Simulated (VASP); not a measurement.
# Na2B5 (P4/mmm) in VASP: relaxation of cell and atoms with PBE

Aim: the relaxation of cell and atoms of Na2B5 with PBE.

Program: VASP 6.6.1. These are calculated values, not measurements. Logs are shortened: lines on timing, memory, paths and dates and some standing lists are left out, and cuts for length are marked.

### 1 The cell of the first run

Symmetry: P4/mmm, No. 123, tetragonal system. Conventional cell: a = 3.889 Å, b = 3.889 Å, c = 4.947 Å, α = 90.00°, β = 90.00°, γ = 90.00°. Within 3.1 Å of Na (site symmetry 4mm) lie 12 B at 2.36 to 3.01 Å and 2 Na at 2.43 to 2.51 Å. Within 1.5 Å of B (site symmetry m2m) lie 2 B at 1.14 to 1.37 Å. B (site symmetry 4/mmm) has 4 B at 1.37 Å within 1.8 Å.

The cell was generated, and may not be a known phase.

### 2 Relaxation of cell and atoms, PBE

INCAR

```
SYSTEM = Na2B5
PREC = Accurate
ENCUT = 1130
EDIFF = 1E-7
ISMEAR = 0
SIGMA = 0.1
LREAL = .FALSE.
LASPH = .TRUE.
NELM = 120
ALGO = Normal
ISIF = 3
LWAVE = .FALSE.
LCHARG = .FALSE.
GGA = PE
IBRION = 2
NSW = 90
EDIFFG = -0.04
GGA_COMPAT = .FALSE.
NELMIN = 4
```

KPOINTS

```
Automatic mesh
0
G
  4 4 4
  0 0 0
```

POSCAR

```
Na2B5
1.0
    3.8894688500      0.0000000000      0.0000000000
    0.0000000000      3.8894688500      0.0000000000
    0.0000000000      0.0000000000      4.9471092000
Na B
2 5
Direct
    0.5000000000      0.5000000000      0.2458123100
    0.5000000000      0.5000000000      0.7541876900
    0.3534075000      0.0000000000      0.0000000000
    0.6465925000      0.0000000000      0.0000000000
    0.0000000000      0.3534075000      0.0000000000
    0.0000000000      0.6465925000      0.0000000000
    0.0000000000      0.0000000000      0.0000000000
```

Potentials or basis: VASP PAW PBE potentials, release 64 (Na_sv, B).

Launch:

```sh
$ cat potpaw_PBE.64/Na_sv/POTCAR potpaw_PBE.64/B/POTCAR > POTCAR
$ mpirun -np 1 vasp_std > vasp.out
```

OUTCAR:

```text
SYSTEM = Na2B5
   PREC = Accurate
   ENCUT = 1130
   EDIFF = 1E-7
   ISMEAR = 0
   LREAL = .FALSE.
   LASPH = .TRUE.
   NELM = 120
   ISIF = 3
   GGA = PE
   IBRION = 2
   NSW = 90
   EDIFFG = -0.04
   NELMIN = 4

 ion  position               nearest neighbor table
   1  0.500  0.500  0.246-
   2  0.500  0.500  0.754-
   3  0.353  0.000  0.000-   4 1.14   7 1.37   6 1.94   5 1.94
   4  0.647  0.000  0.000-   3 1.14   7 1.37   6 1.94   5 1.94
   5  0.000  0.353  0.000-   6 1.14   7 1.37   3 1.94   4 1.94
   6  0.000  0.647  0.000-   5 1.14   7 1.37   3 1.94   4 1.94
   7  0.000  0.000  0.000-   3 1.37   4 1.37   5 1.37   6 1.37

  LATTYP: Found a simple tetragonal cell.
 ALAT       =     3.8894688500
 C/A-ratio  =     1.2719241086

  Lattice vectors:

 A1 = (   3.8894688500,   0.0000000000,   0.0000000000)
 A2 = (   0.0000000000,   3.8894688500,   0.0000000000)
 A3 = (   0.0000000000,   0.0000000000,   4.9471092000)

Analysis of symmetry for initial positions (statically):
=====================================================================
 Subroutine PRICEL returns:
 Original cell was already a primitive cell.

 Routine SETGRP: Setting up the symmetry group for a
 simple tetragonal supercell.

 Subroutine GETGRP returns: Found 16 space group operations
 (whereof 16 operations were pure point group operations)
 out of a pool of 16 trial point group operations.

The static configuration has the point symmetry D_4h.

Analysis of symmetry for dynamics (positions and initial velocities):
=====================================================================
 Subroutine PRICEL returns:
 Original cell was already a primitive cell.

 Routine SETGRP: Setting up the symmetry group for a
 simple tetragonal supercell.

 Subroutine GETGRP returns: Found 16 space group operations
 (whereof 16 operations were pure point group operations)
 out of a pool of 16 trial point group operations.

The dynamic configuration has the point symmetry D_4h.

 Subroutine INISYM returns: Found 16 space group operations
 (whereof 16 operations are pure point group operations),
 and found     1 'primitive' translations

----------------------------------------------------------------------------------------

                                     Primitive cell

  volume of cell :      74.8397

  direct lattice vectors                    reciprocal lattice vectors
     3.889468850  0.000000000  0.000000000     0.257104514  0.000000000  0.000000000
     0.000000000  3.889468850  0.000000000     0.000000000  0.257104514  0.000000000
     0.000000000  0.000000000  4.947109200     0.000000000  0.000000000  0.202138251

  length of vectors
     3.889468850  3.889468850  4.947109200     0.257104514  0.257104514  0.202138251

  position of ions in fractional coordinates (direct lattice)
     0.500000000  0.500000000  0.245812310
     0.500000000  0.500000000  0.754187690
     0.353407500  0.000000000  0.000000000
     0.646592500  0.000000000  0.000000000
     0.000000000  0.353407500  0.000000000
     0.000000000  0.646592500  0.000000000
     0.000000000  0.000000000  0.000000000

  ion indices of the primitive-cell ions
   primitive index   ion index
                 1           1
                 2           2
                 3           3
                 4           4
                 5           5
                 6           6
                 7           7

----------------------------------------------------------------------------------------

 KPOINTS: Automatic mesh

Automatic generation of k-mesh.
 Grid dimensions read from file:
 generate k-points for:    4    4    4

 Generating k-lattice:

  Cartesian coordinates                     Fractional coordinates (reciprocal lattice)
     0.064276129  0.000000000  0.000000000     0.250000000  0.000000000  0.000000000
     0.000000000  0.064276129  0.000000000     0.000000000  0.250000000  0.000000000
     0.000000000  0.000000000  0.050534563     0.000000000  0.000000000  0.250000000

  Length of vectors
     0.064276129  0.064276129  0.050534563

  Shift w.r.t. Gamma in fractional coordinates (k-lattice)
     0.000000000  0.000000000  0.000000000

 Subroutine IBZKPT returns following result:
 ===========================================

 Found     18 irreducible k-points:

 Following reciprocal coordinates:
            Coordinates               Weight
  0.000000  0.000000  0.000000      1.000000
  0.250000  0.000000  0.000000      4.000000
  0.500000  0.000000  0.000000      2.000000
  0.250000  0.250000  0.000000      4.000000
  0.500000  0.250000  0.000000      4.000000
  0.500000  0.500000  0.000000      1.000000
[... 10 lines left out ...]
  0.500000  0.250000  0.500000      4.000000
  0.500000  0.500000  0.500000      1.000000
   k-points           NKPTS =     18   k-points in BZ     NKDIM =     18   number of bands    NBANDS=     20
   number of dos      NEDOS =    301   number of ions     NIONS =      7
   total plane-waves  NPLWV = 124416
   dimension x,y,z NGX =    48 NGY =   48 NGZ =   54
   dimension x,y,z NGXF=    96 NGYF=   96 NGZF=  108
   ions per type =               2   5
   NGX,Y,Z   is equivalent  to a cutoff of  20.52, 20.52, 18.15 a.u.
   NGXF,Y,Z  is equivalent  to a cutoff of  41.03, 41.03, 36.29 a.u.
 SYSTEM =  Na2B5
   PREC   = accura    normal or accurate (medium, high low for compatibility)
   ISTART =      0    job   : 0-new  1-cont  2-samecut
   ICHARG =      2    charge: 1-file 2-atom 10-const
   ISPIN  =      1    spin polarized calculation?
   LNONCOLLINEAR =      F non collinear calculations
   LSORBIT =      F    spin-orbit coupling
   LASPH  =      T    aspherical Exc in radial PAW
   ENCUT  = 1130.0 eV  83.05 Ry    9.11 a.u.  10.66 10.66 13.56*2*pi/ulx,y,z
   NELM   =    120;   NELMIN=  4; NELMDL= -5     # of ELM steps
   EDIFF  = 0.1E-06   stopping-criterion for ELM
   LREAL  =      F    real-space projection
   EDIFFG = -.4E-01   stopping-criterion for IOM
   NSW    =     90    number of steps for IOM
   IBRION =      2    ionic relax: 0-MD 1-quasi-New 2-CG
   NFREE  =      1    steps in history (QN), initial steepest desc. (CG)
   ISIF   =      3    stress and relaxation
   ISYM   =      2    0-nonsym 1-usesym 2-fastsym
   POTIM  = 0.5000    time-step for ionic-motion
   TEBEG  =    0.0;   TEEND  =   0.0 temperature during run
   PSTRESS=    0.0 pullay stress
   NELECT =      33.0000    total number of electrons
   NUPDOWN=      -1.0000    fix difference up-down
   EMIN   =  10.00;   EMAX   =-10.00  energy-range for DOS
   EFERMI =   0.00;   METHOD = LEGACY
   ISMEAR =     0;   SIGMA  =   0.10  broadening in eV -4-tet -1-fermi 0-gaus
   EFERMI_NEDOS =   21; number of points for ismear=-14 and -15
   IALGO  =     38    algorithm
   IMIX   =      4    mixing-type and parameters
     AMIX     =   0.40;   BMIX     =  1.00
     AMIX_MAG =   1.60;   BMIX_MAG =  1.00
  volume/ion in A,a.u.               =      10.69        72.15
  Fermi-wavevector in a.u.,A,eV,Ry     =   1.246050  2.354693 21.124956  1.552640
  Thomas-Fermi vector in A             =   2.380245
   LORBIT       =      0    0 simple, 1 ext, 2 COOP (PROOUT), +10 PAW based schemes
   GGA     = PE    functional components
   LHFCALC =     F    Hartree Fock is set to
   AEXX    =    0.0000 exact exchange contribution
   IVDW    =     0    specifies the selected vdW correction
   LEPSILON=     F    determine dielectric tensor
   LRPA    =     F    only Hartree local field effects (RPA)
 conjugate gradient relaxation of ions
 non-spin polarized calculation
 Gauss-broadening in eV      SIGMA  =   0.10
  energy-cutoff  :     1130.00
  volume of cell :       74.84
 maximum number of plane-waves:      6472
 NGX is ok and might be reduce to    48
   NGX = 21   NGY = 21   NGZ = 27

--------------------------------------- Ionic step        1  -------------------------------------------

 number of electron      33.0000001 magnetization

 Free energy of the ion-electron system (eV)
  ---------------------------------------------------
  ext. energy  EPLUGINS =         0.00000000
  ---------------------------------------------------
  free energy    TOTEN  =       -18.80445394 eV

  energy without entropy =      -18.79562034  energy(sigma->0) =      -18.80003714

------------------------ aborting loop because EDIFF is reached ----------------------------------------

  FORCE on cell =-STRESS in cart. coord.  units (eV):
  Direction    XX          YY          ZZ          XY          YZ          ZX
  --------------------------------------------------------------------------------------
  -------------------------------------------------------------------------------------
  Total       62.8090502     62.8090502      9.3699607      0.0000000      0.0000000      0.0000000
  in kB     1344.6235590   1344.6235590    200.5932239      0.0000000      0.0000000      0.0000000
  external PRESSURE =     963.2801140 kB  Pullay stress =       0.0000000 kB
[... 104 lines left out ...]
  FREE ENERGIE OF THE ION-ELECTRON SYSTEM (eV)
  ---------------------------------------------------
  free  energy   TOTEN  =         5.0013074659 eV

  energy  without entropy=        5.0054949095  energy(sigma->0) =        5.00340119

 E-fermi :   3.6658     XC(G=0):  -8.7623

 val. band max:        3.6522796802   @ k =   0.0000   0.0000   0.0000
 cond. band min:       3.6675216377   @ k =   0.2500   0.2500   0.2500
 fundamental gap:      0.0152419575
 Fermi energy:         3.6658142297

 k-point     1 :       0.0000    0.0000    0.0000
  band No.  band energies     occupation
      1     -49.7674      2.00000
      2     -49.6787      2.00000
      3     -22.1469      2.00000
      4     -21.6440      2.00000
      5     -21.6440      2.00000
      6     -21.5398      2.00000
[... 12 lines left out ...]
     19       4.2933      0.00000
[... 375 lines left out ...]
      4     -21.7978      2.00000
      5     -21.6124      2.00000
      6     -21.6124      2.00000
[... 12 lines left out ...]
     19       6.7621      0.00000
     20       9.5599      0.00000

[... ionic steps 4 to 47 ...]

--------------------------------------- Ionic step       48  -------------------------------------------

 number of electron      32.9999995 magnetization

------------------------ aborting loop because EDIFF is reached ----------------------------------------

  FORCE on cell =-STRESS in cart. coord.  units (eV):
  Direction    XX          YY          ZZ          XY          YZ          ZX
  --------------------------------------------------------------------------------------
  -------------------------------------------------------------------------------------
  Total        0.3725048      0.3725048     -0.1252336      0.0000000      0.0000000     -0.0000000
  in kB        4.2003021      4.2003021     -1.4121132      0.0000000      0.0000000     -0.0000000
  external PRESSURE =       2.3294970 kB  Pullay stress =       0.0000000 kB
[... 67 lines left out ...]
  energy  without entropy=      -32.3746145370  energy(sigma->0) =      -32.38879124

--------------------------------------- Ionic step       50  -------------------------------------------

 number of electron      32.9999981 magnetization

 Free energy of the ion-electron system (eV)
  ---------------------------------------------------
  ext. energy  EPLUGINS =         0.00000000
  ---------------------------------------------------
  free energy    TOTEN  =       -32.40367638 eV

  energy without entropy =      -32.37509245  energy(sigma->0) =      -32.38938442

 E-fermi :   1.2049     XC(G=0):  -6.9443

 val. band max:        1.1815785137   @ k =   0.0000   0.0000   0.2500
 cond. band min:       1.2142830835   @ k =   0.5000   0.2500   0.0000
 fundamental gap:      0.0327045698
 Fermi energy:         1.2048886616

 k-point     1 :       0.0000    0.0000    0.0000
  band No.  band energies     occupation
      1     -51.8004      2.00000
      2     -51.7955      2.00000
      3     -23.8045      2.00000
      4     -23.7250      2.00000
      5     -23.7009      2.00000
      6     -23.7009      2.00000
[... 12 lines left out ...]
     19       1.7499      0.00000
[... 424 lines left out ...]
  FREE ENERGIE OF THE ION-ELECTRON SYSTEM (eV)
  ---------------------------------------------------
  free  energy   TOTEN  =       -32.4036763808 eV

  energy  without entropy=      -32.3750924531  energy(sigma->0) =      -32.38938442

 reached required accuracy - stopping structural energy minimisation
```

Wall time 33 min (1 thread of Intel Xeon Platinum 8375C at 2.90GHz (Ice Lake), shared host); peak memory 0.4 GiB.

What came out:

```yaml
Free_energy: -32.4037 eV
Relaxed_volume: 20.39 Å³/atom
Relaxed_cell: a = 4.650 Å, b = 4.650 Å, c = 6.603 Å, α = 90.00°, β = 90.00°, γ = 90.00°
Space_group_after_relaxing_to_0.1_Å: P4/mmm (No. 123)
Pressure_after_relaxing: 0.1 GPa
Largest_force_after_relaxing: 0.027 eV/Å
Band_gap_on_the_k_mesh: zero (an odd number of electrons rules out a gap without spin polarisation)
```

Forces on the atoms (eV/Å):
```
Na   0.000  0.000  0.011
Na   0.000  0.000 -0.011
B    0.027  0.000  0.000
B   -0.027  0.000  0.000
B    0.000  0.027  0.000
B    0.000 -0.027  0.000
B    0.000  0.000  0.000
```

Stress tensor (GPa, compression positive):
```
 0.11  0.00  0.00
 0.00  0.11  0.00
 0.00  0.00 -0.02
```

Final structure:
```yaml
crystal:
  lattice:
    - [4.64967, 0.00000, 0.00000]
    - [0.00000, 4.64967, 0.00000]
    - [0.00000, 0.00000, 6.60347]
  atoms:
    - { symbol: Na, position: [0.50000, 0.50000, 0.23219] }
    - { symbol: Na, position: [0.50000, 0.50000, 0.76781] }
    - { symbol: B, position: [0.33402, 0.00000, 0.00000] }
    - { symbol: B, position: [0.66598, 0.00000, 0.00000] }
    - { symbol: B, position: [0.00000, 0.33402, 0.00000] }
    - { symbol: B, position: [0.00000, 0.66598, 0.00000] }
    - { symbol: B, position: [0.00000, 0.00000, 0.00000] }
```

Caveat: the k points lie up to 0.34 Å⁻¹ apart in the final cell, too coarse for converged energies and pressures of a metal; the volume moved by over 15 % at a fixed basis, so the end points are rough; an odd number of electrons without spin polarisation forces a metal; a magnetic or distorted state may lie lower.

The gap in the log of VASP goes by the Fermi energy; the results here count the filled bands.